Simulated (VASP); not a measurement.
# Sn in VASP: further runs

Runs on Sn. Level: PBEsol. Tasks: single point.

Program: VASP 6.6.1. These are calculated values, not measurements. Logs are shortened: lines on timing, memory, paths and dates and some standing lists are left out, and cuts for length are marked.

### Step 1. The cell of the first run

The typed cell holds 1 atom: a = 2.992 Å, b = 2.992 Å, c = 2.992 Å, α = 119.74°, β = 119.73°, γ = 90.45°.

This isn't the form of Sn at room conditions, which is tetragonal (white tin).

### Step 2. Single point, PBEsol

File INCAR:

```
  ALGO = Normal
  EDIFF = 1E-6
  ENCUT = 520
  GGA = PS
  ISIF = 2
  ISMEAR = -1
  LASPH = True
  LCHARG = True
  LELF = True
  LREAL = False
  LVHAR = True
  LWAVE = False
  NBANDS = 13
  NELM = 60
  PREC = Accurate
  SIGMA = 0.1
```

File KPOINTS:

```
k-points
0
Gamma
  13 13 13
```

File POSCAR:

```
Sn
1.0
   -1.5018930959      1.5021187047      2.1074077247
    1.5018930959     -1.5021187047      2.1074077247
    1.5018930959      1.5021187047     -2.1074077247
Sn
1
Direct
    0.0000000000      0.0000000000      0.0000000000
```

Potentials or basis: VASP PAW PBE potentials, release 64 (Sn_d).

On the command line:

```console
$ cat potpaw_PBE.64/Sn_d/POTCAR > POTCAR
$ mpirun -np 1 vasp_std > vasp.out
```

OUTCAR:

```text
EDIFF = 1E-6
   ENCUT = 520
   GGA = PS
   ISIF = 2
   ISMEAR = -1
   LASPH = True
   LREAL = False
   NELM = 60
   PREC = Accurate

 ion  position               nearest neighbor table
   1  0.000  0.000  0.000-

  LATTYP: Found a body centered orthorhombic cell.
 ALAT       =     3.0037861918
 B/A-ratio  =     1.0001502163
 C/A-ratio  =     1.4031675959

  Lattice vectors:

 A1 = (  -1.5018930959,   1.5021187047,   2.1074077247)
 A2 = (   1.5018930959,  -1.5021187047,   2.1074077247)
 A3 = (   1.5018930959,   1.5021187047,  -2.1074077247)

Analysis of symmetry for initial positions (statically):
=====================================================================
 Subroutine PRICEL returns:
 Original cell was already a primitive cell.

 Routine SETGRP: Setting up the symmetry group for a
 body centered orthorhombic supercell.

 Subroutine GETGRP returns: Found  8 space group operations
 (whereof  8 operations were pure point group operations)
 out of a pool of  8 trial point group operations.

The static configuration has the point symmetry D_2h.

Analysis of symmetry for dynamics (positions and initial velocities):
=====================================================================
 Subroutine PRICEL returns:
 Original cell was already a primitive cell.

 Routine SETGRP: Setting up the symmetry group for a
 body centered orthorhombic supercell.

 Subroutine GETGRP returns: Found  8 space group operations
 (whereof  8 operations were pure point group operations)
 out of a pool of  8 trial point group operations.

The dynamic configuration has the point symmetry D_2h.

 Subroutine INISYM returns: Found  8 space group operations
 (whereof  8 operations are pure point group operations),
 and found     1 'primitive' translations

----------------------------------------------------------------------------------------

                                     Primitive cell

  volume of cell :      19.0174

  direct lattice vectors                    reciprocal lattice vectors
    -1.501893096  1.502118705  2.107407725     0.000000000  0.332863174  0.237258312
     1.501893096 -1.502118705  2.107407725     0.332913176  0.000000000  0.237258312
     1.501893096  1.502118705 -2.107407725     0.332913176  0.332863174  0.000000000

  length of vectors
     2.992191637  2.992191637  2.992191637     0.408765702  0.408806420  0.470774973

  position of ions in fractional coordinates (direct lattice)
     0.000000000  0.000000000  0.000000000

  ion indices of the primitive-cell ions
   primitive index   ion index
                 1           1

----------------------------------------------------------------------------------------

 KPOINTS: k-points

Automatic generation of k-mesh.
 Grid dimensions read from file:
 generate k-points for:   13   13   13

 Generating k-lattice:

  Cartesian coordinates                     Fractional coordinates (reciprocal lattice)
     0.000000000  0.025604860  0.018250639     0.076923077  0.000000000 -0.000000000
     0.025608706  0.000000000  0.018250639     0.000000000  0.076923077 -0.000000000
     0.025608706  0.025604860  0.000000000     0.000000000  0.000000000  0.076923077

  Length of vectors
     0.031443516  0.031446648  0.036213459

  Shift w.r.t. Gamma in fractional coordinates (k-lattice)
     0.000000000  0.000000000  0.000000000

 Subroutine IBZKPT returns following result:
 ===========================================

 Found    343 irreducible k-points:

 Following reciprocal coordinates:
            Coordinates               Weight
  0.000000  0.000000  0.000000      1.000000
  0.076923 -0.000000  0.000000      4.000000
  0.153846 -0.000000  0.000000      4.000000
  0.230769 -0.000000  0.000000      4.000000
  0.307692 -0.000000  0.000000      4.000000
  0.384615  0.000000  0.000000      4.000000
[... 16 lines left out ...]
  0.153846  0.153846  0.000000      8.000000
  0.230769  0.153846  0.000000      8.000000
 [... further k-points ...]
   k-points           NKPTS =    343   k-points in BZ     NKDIM =    343   number of bands    NBANDS=     13
   number of dos      NEDOS =    301   number of ions     NIONS =      1
   total plane-waves  NPLWV =  13824
   dimension x,y,z NGX =    24 NGY =   24 NGZ =   24
   dimension x,y,z NGXF=    48 NGYF=   48 NGZF=   48
   ions per type =               1
   NGX,Y,Z   is equivalent  to a cutoff of  13.33, 13.33, 13.33 a.u.
   NGXF,Y,Z  is equivalent  to a cutoff of  26.67, 26.67, 26.67 a.u.
 SYSTEM =  unknown system
   PREC   = accura    normal or accurate (medium, high low for compatibility)
   ISTART =      0    job   : 0-new  1-cont  2-samecut
   ICHARG =      2    charge: 1-file 2-atom 10-const
   ISPIN  =      1    spin polarized calculation?
   LNONCOLLINEAR =      F non collinear calculations
   LSORBIT =      F    spin-orbit coupling
   LASPH  =      T    aspherical Exc in radial PAW
   ENCUT  =  520.0 eV  38.22 Ry    6.18 a.u.   5.56  5.56  5.56*2*pi/ulx,y,z
   NELM   =     60;   NELMIN=  2; NELMDL= -5     # of ELM steps
   EDIFF  = 0.1E-05   stopping-criterion for ELM
   LREAL  =      F    real-space projection
   EDIFFG = 0.1E-04   stopping-criterion for IOM
   NSW    =      0    number of steps for IOM
   IBRION =     -1    ionic relax: 0-MD 1-quasi-New 2-CG
   NFREE  =      0    steps in history (QN), initial steepest desc. (CG)
   ISIF   =      2    stress and relaxation
   ISYM   =      2    0-nonsym 1-usesym 2-fastsym
   POTIM  = 0.5000    time-step for ionic-motion
   TEBEG  =    0.0;   TEEND  =   0.0 temperature during run
   PSTRESS=    0.0 pullay stress
   NELECT =      14.0000    total number of electrons
   NUPDOWN=      -1.0000    fix difference up-down
   EMIN   =  10.00;   EMAX   =-10.00  energy-range for DOS
   EFERMI =   0.00;   METHOD = LEGACY
   ISMEAR =    -1;   SIGMA  =   0.10  broadening in eV -4-tet -1-fermi 0-gaus
   EFERMI_NEDOS =   21; number of points for ismear=-14 and -15
   IALGO  =     38    algorithm
   IMIX   =      4    mixing-type and parameters
     AMIX     =   0.40;   BMIX     =  1.00
     AMIX_MAG =   1.60;   BMIX_MAG =  1.00
  volume/ion in A,a.u.               =      19.02       128.34
  Fermi-wavevector in a.u.,A,eV,Ry     =   1.478201  2.793395 29.729804  2.185079
  Thomas-Fermi vector in A             =   2.592511
   LORBIT       =      0    0 simple, 1 ext, 2 COOP (PROOUT), +10 PAW based schemes
   GGA     = PS    functional components
   LHFCALC =     F    Hartree Fock is set to
   AEXX    =    0.0000 exact exchange contribution
   IVDW    =     0    specifies the selected vdW correction
   LEPSILON=     F    determine dielectric tensor
   LRPA    =     F    only Hartree local field effects (RPA)
 non-spin polarized calculation
  energy-cutoff  :      520.00
  volume of cell :       19.02
 maximum number of plane-waves:       533
   NGX = 11   NGY = 11   NGZ = 11

 number of electron      14.0000002 magnetization

 Free energy of the ion-electron system (eV)
  ---------------------------------------------------
  ext. energy  EPLUGINS =         0.00000000
  ---------------------------------------------------
  free energy    TOTEN  =        -3.56459480 eV

  energy without entropy =       -3.55311589  energy(sigma->0) =       -3.55885534

 E-fermi :  13.1687     XC(G=0): -12.2958

 val. band max:       13.1228746516   @ k =  -0.3846   0.3846   0.1538
 cond. band min:      13.2409632615   @ k =  -0.4615  -0.4615   0.3077
 fundamental gap:      0.1180886099
 Fermi energy:        13.1687230597

 k-point     1 :       0.0000    0.0000    0.0000
  band No.  band energies     occupation
      1      -8.7447      2.00000
      2      -8.7445      2.00000
      3      -8.7295      2.00000
      4      -8.5067      2.00000
      5      -8.4919      2.00000
      6      -1.1653      2.00000
      7      23.8704      0.00000
      8      23.9811      0.00000
      9      24.0034      0.00000
     10      24.0088      0.00000
     11      27.6173      0.00000
     12      27.6222      0.00000
     13      27.6352      0.00000

 k-point     2 :       0.0769   -0.0000    0.0000
  band No.  band energies     occupation
      1      -8.7434      2.00000
      2      -8.7303      2.00000
      3      -8.7187      2.00000
      4      -8.5078      2.00000
      5      -8.4938      2.00000
      6      -1.0023      2.00000
      7      21.8483      0.00000
      8      23.6922      0.00000
      9      23.6928      0.00000
     10      23.9176      0.00000
     11      28.1209      0.00000
     12      28.1284      0.00000
     13      28.9386      0.00000

 k-point     3 :       0.1538   -0.0000    0.0000
  band No.  band energies     occupation
      1      -8.7488      2.00000
      2      -8.7002      2.00000
      3      -8.6898      2.00000
      4      -8.5013      2.00000
      5      -8.4903      2.00000
      6      -0.5092      2.00000
      7      18.6094      0.00000
      8      23.0444      0.00000
      9      23.0832      0.00000
     10      23.9360      0.00000
     11      28.6933      0.00000
     12      29.1419      0.00000
     13      29.2309      0.00000

 k-point     4 :       0.2308   -0.0000    0.0000
  band No.  band energies     occupation
      1      -8.7623      2.00000
      2      -8.6854      2.00000
      3      -8.6737      2.00000
      4      -8.4633      2.00000
      5      -8.4580      2.00000
      6       0.3231      2.00000
      7      15.3995      0.00000
      8      22.3749      0.00000
      9      22.4577      0.00000
     10      23.8650      0.00000
     11      27.9447      0.00000
     12      27.9492      0.00000
     13      28.2911      0.00000

 k-point     5 :       0.3077   -0.0000    0.0000
  band No.  band energies     occupation
      1      -8.7815      2.00000
      2      -8.6965      2.00000
      3      -8.6838      2.00000
      4      -8.3948      2.00000
      5      -8.3947      2.00000
      6       1.5011      2.00000
      7      12.3780      1.99926
      8      21.8002      0.00000
      9      21.9265      0.00000
     10      23.6653      0.00000
     11      26.8951      0.00000
     12      27.0731      0.00000
     13      27.6549      0.00000
[... 257 lines left out ...]
 k-point    22 :       0.0769    0.1538    0.0000
  band No.  band energies     occupation
      1      -8.7551      2.00000
      2      -8.6792      2.00000
      3      -8.6700      2.00000
      4      -8.5219      2.00000
      5      -8.4597      2.00000
      6      -0.1202      2.00000
      7      17.6361      0.00000
      8      20.1270      0.00000
      9      24.3060      0.00000
     10      24.7774      0.00000
     11      27.1155      0.00000
     12      27.8185      0.00000
     13      28.5773      0.00000

 k-point    23 :       0.1538    0.1538    0.0000
  band No.  band energies     occupation
      1      -8.7534      2.00000
      2      -8.6772      2.00000
      3      -8.6197      2.00000
      4      -8.5471      2.00000
      5      -8.4181      2.00000
      6       0.6055      2.00000
      7      16.8320      0.00000
      8      17.0253      0.00000
      9      24.2181      0.00000
     10      25.5326      0.00000
     11      25.8878      0.00000
     12      27.4505      0.00000
     13      28.3685      0.00000

 k-point    24 :       0.2308    0.1538    0.0000
  band No.  band energies     occupation
      1      -8.7447      2.00000
      2      -8.6965      2.00000
      3      -8.6046      2.00000
      4      -8.5090      2.00000
      5      -8.3816      2.00000
      6       1.6727      2.00000
      7      13.8658      0.00188
      8      16.5135      0.00000
      9      22.8395      0.00000
     10      24.2073      0.00000
     11      26.8809      0.00000
     12      27.5805      0.00000
     13      29.6619      0.00000

 [... further k-points ...]

------------------------ aborting loop because EDIFF is reached ----------------------------------------

  FORCE on cell =-STRESS in cart. coord.  units (eV):
  Direction    XX          YY          ZZ          XY          YZ          ZX
  --------------------------------------------------------------------------------------
  -------------------------------------------------------------------------------------
  Total        4.7506620      4.7460532      4.7509670      0.0000000      0.0000000      0.0000000
  in kB      400.2329894    399.8447049    400.2586854      0.0000000      0.0000000      0.0000000
  external PRESSURE =     400.1121266 kB  Pullay stress =       0.0000000 kB

 VOLUME and BASIS-vectors are now :
 -----------------------------------------------------------------------------
  energy-cutoff  :      520.00
  volume of cell :       19.02
      direct lattice vectors                 reciprocal lattice vectors
    -1.501893096  1.502118705  2.107407725     0.000000000  0.332863174  0.237258312
     1.501893096 -1.502118705  2.107407725     0.332913176  0.000000000  0.237258312
     1.501893096  1.502118705 -2.107407725     0.332913176  0.332863174  0.000000000

 POSITION                                       TOTAL-FORCE (eV/Angst)
 -----------------------------------------------------------------------------------
      0.00000      0.00000      0.00000         0.000000      0.000000      0.000000
 -----------------------------------------------------------------------------------
    total drift:                                0.000000      0.000000     -0.000000

  FREE ENERGIE OF THE ION-ELECTRON SYSTEM (eV)
  ---------------------------------------------------
  free  energy   TOTEN  =        -3.5645947979 eV

  energy  without entropy=       -3.5531158899  energy(sigma->0) =       -3.55885534
```

Wall time 82 s (1 thread of Intel Xeon 8259CL, shared host); peak memory 0.2 GiB.

What came out:

- Free energy: -3.5646 eV
- Pressure: 40.0 GPa
- Band gap on the k mesh: zero (bands 7 and 8 overlap by 13.31 eV)

Levels at points of the mesh, in eV from the Fermi level:
```tsv
k point	band 4	band 5	band 6	band 7	band 8	band 9	band 10	band 11
(0.00, 0.00, 0.00)	-21.68	-21.66	-14.33	10.70	10.81	10.83	10.84	14.45
```

Caveat: the cell stands under pressure; the PAW data sets were made with another functional, which shifts forces and pressure a little; spin-orbit coupling is left out, which moves the levels of the heavy elements.

### Step 3. Single point, PBEsol

This run uses another cell than the first one, of 20.00 Å³/atom.

File INCAR:

```
SYSTEM = Sn
PREC = Accurate ; ENCUT = 520
EDIFF = 1E-6 ; ISMEAR = -1
SIGMA = 0.1 ; LREAL = .False.
LASPH = .True. ; NELM = 60
ALGO = Normal ; ISIF = 2
LWAVE = .False. ; LCHARG = .False.
GGA = PS ; NBANDS = 13
```

File KPOINTS:

```
regular mesh
0
Gamma
  13 13 13
  0 0 0
```

File POSCAR:

```
Sn
1.0
   -1.5242816518      1.5240259559      2.1525610753
    1.5242816518     -1.5240259559      2.1525610753
    1.5242816518      1.5240259559     -2.1525610753
Sn
1
Direct
    0.0000000000      0.0000000000      0.0000000000
```

Potentials or basis: VASP PAW PBE potentials, release 64 (Sn_d).

On the command line:

```console
$ cat potpaw_PBE.64/Sn_d/POTCAR > POTCAR
$ mpirun -np 1 vasp_std > vasp.out
```

It took 73 s on 1 thread of Intel Xeon 8259CL, shared host; peak memory 0.2 GiB.

The run converged. Its results:

| Quantity | Value |
| --- | --- |
| Free energy | -3.7789 eV |
| Pressure | 30.0 GPa |
| Band gap on the k mesh | zero (bands 7 and 8 overlap by 12.88 eV) |

Levels at points of the mesh, in eV from the Fermi level:
| k point | band 3 | band 4 | band 5 | band 6 | band 7 | band 8 | band 9 | band 10 | band 11 | band 12 |
| --- | --- | --- | --- | --- | --- | --- | --- | --- | --- | --- |
| (0.00, 0.00, 0.00) | -21.80 | -21.60 | -21.60 | -13.81 | 10.37 | 10.38 | 10.38 | 10.73 | 14.03 | 14.03 |

Caveat: the cell stands under pressure; the PAW data sets were made with another functional, which shifts forces and pressure a little; spin-orbit coupling is left out, which moves the levels of the heavy elements.

### Step 4. Single point, PBEsol

This run uses another cell than the first one, of 21.29 Å³/atom.

File INCAR:

```
SYSTEM = Sn
  PREC = Accurate
  ENCUT = 520
  EDIFF = 1E-6
  ISMEAR = -1
  SIGMA = 0.1
  LREAL = .False.
  LASPH = .True.
  NELM = 80
  ALGO = Normal
  ISIF = 2
  LWAVE = .False.
  LCHARG = .True.
  GGA = PS
  LELF = .True.
  LVHAR = .True.
  NBANDS = 13
```

KPOINTS is that of step 3.

File POSCAR:

```
Sn
1.0
   -1.5565327609      1.5565639991      2.1971803028
    1.5565327609     -1.5565639991      2.1971803028
    1.5565327609      1.5565639991     -2.1971803028
Sn
1
Direct
    0.0000000000      0.0000000000      0.0000000000
```

On the command line:

```console
$ cat potpaw_PBE.64/Sn_d/POTCAR > POTCAR
$ mpirun -np 1 vasp_std > vasp.out
```

Run time: 90 s. Hardware: 1 thread of Intel Xeon 8259CL, shared host; peak memory 0.21 GiB.

Results (log left out):

```yaml
Free_energy: -3.9788 eV
Pressure: 20.0 GPa
Band_gap_on_the_k_mesh: zero (bands 7 and 8 overlap by 12.23 eV)
```

Levels at points of the mesh, in eV from the Fermi level:
```
           k point  band 3  band 4  band 5  band 6  band 7  band 8  band 9  band 10  band 11  band 12
(0.00, 0.00, 0.00)  -21.71  -21.54  -21.54  -13.21    9.80    9.80    9.80    10.74    13.52    13.52
```

Caveat: the cell stands under pressure; the PAW data sets were made with another functional, which shifts forces and pressure a little; spin-orbit coupling is left out, which moves the levels of the heavy elements.

### Step 5. Single point, PBEsol

This run uses another cell than the first one, of 23.15 Å³/atom.

File INCAR:

```
SYSTEM = Sn
  ALGO = Normal
  EDIFF = 1E-6
  ENCUT = 520
  GGA = PS
  ISIF = 2
  ISMEAR = -1
  LASPH = .True.
  LCHARG = .True.
  LELF = .True.
  LREAL = .False.
  LVHAR = .True.
  LWAVE = .False.
  NBANDS = 13
  NELM = 60
  PREC = Accurate
  SIGMA = 0.1
```

File KPOINTS:

```
k-points
0
Gamma
  13 13 13
  0 0 0
```

File POSCAR:

```
Sn
1.0
   -1.5998719170      1.5994054979      2.2621638169
    1.5998719170     -1.5994054979      2.2621638169
    1.5998719170      1.5994054979     -2.2621638169
Sn
1
Direct
    0.0000000000      0.0000000000      0.0000000000
```

On the command line:

```console
$ cat potpaw_PBE.64/Sn_d/POTCAR > POTCAR
$ mpirun -np 1 vasp_std > vasp.out
```

Run time: 71 s. Hardware: 1 thread of Intel Xeon 8259CL, shared host; peak memory 0.21 GiB.

It converged, with:

```yaml
Free_energy: -4.1493 eV
Pressure: 10.0 GPa
Band_gap_on_the_k_mesh: zero (bands 7 and 8 overlap by 11.33 eV)
```

Levels at points of the mesh, in eV from the Fermi level:
```tsv
k point	band 3	band 4	band 5	band 6	band 7	band 8	band 9	band 10	band 11	band 12
(0.00, 0.00, 0.00)	-21.61	-21.48	-21.48	-12.47	9.03	9.03	9.04	10.71	12.88	12.89
```

Caveat: the cell stands under pressure; the PAW data sets were made with another functional, which shifts forces and pressure a little; spin-orbit coupling is left out, which moves the levels of the heavy elements.

### Step 6. Overview

| cell | gap on the mesh (eV) | pressure (GPa) |
| --- | --- | --- |
| a = 2.992 Å, angles 119.7, 119.7, 90.5°, 1 atom | none | 40.0 |
| a = 3.046 Å, angles 119.9, 120.0, 90.1°, 1 atom | none | 30.0 |
| a = 3.110 Å, angles 119.9, 119.9, 90.1°, 1 atom | none | 20.0 |
| a = 3.199 Å, angles 120.0, 120.0, 90.0°, 1 atom | none | 10.0 |

Alike in all rows: task single point; level PBEsol; potentials or basis VASP PAW PBE potentials, release 64 (Sn_d); no spin polarisation; k mesh 13 × 13 × 13; cutoff (eV) 520; smearing fermi-dirac 0.1 eV.

Caveats: the cell stands under pressure; the PAW data sets were made with another functional, which shifts forces and pressure a little; spin-orbit coupling is left out, which moves the levels of the heavy elements.

Total energies depend on the potentials used, so only differences within one code and one set of settings carry meaning.

The gap in the log of VASP goes by the Fermi energy; the results here count the filled bands.